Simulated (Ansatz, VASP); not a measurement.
ZnO: VASP beside Ansatz

```xyz
4
Lattice="3.2352 0.0000 0.0000 -1.6176 2.8017 0.0000 0.0000 0.0000 5.2111" Properties=species:S:1:pos:R:3 pbc="T T T"
Zn    0.0000    1.8678    0.0061
Zn    1.6176    0.9339    2.6116
O     0.0000    1.8678    1.9846
O     1.6176    0.9339    4.5901
```

Alike in both runs: functional r2SCAN; k mesh 12 × 12 × 8; occupations gaussian, width 0.02 eV; no spin polarisation.

Ansatz relaxed the structure, and its values are those at the end. VASP's run is a single point on that final structure, the one shown.

|  | VASP | Ansatz |
| --- | --- | --- |
| version | VASP 6.6.1 | Ansatz 0.2.0 |
| potentials or method | VASP PAW PBE potentials, release 64 (Zn, O), cutoff 520 eV | scalar-relativistic, plane waves, PAW |
| valence electrons in the cell | 36 | 36 |

```tsv
	VASP	Ansatz	Ansatz less VASP
gap on the k mesh at the Fermi level (eV)	1.23	1.23	0.000
least direct gap on the mesh (eV)	1.23	1.23	0.000
pressure (GPa)	1.0	0.0	-0.99
rms of the force components (eV/Å)	0.006	0.000	-0.0060
```

VASP's potentials were made for PBE, not for r2SCAN.
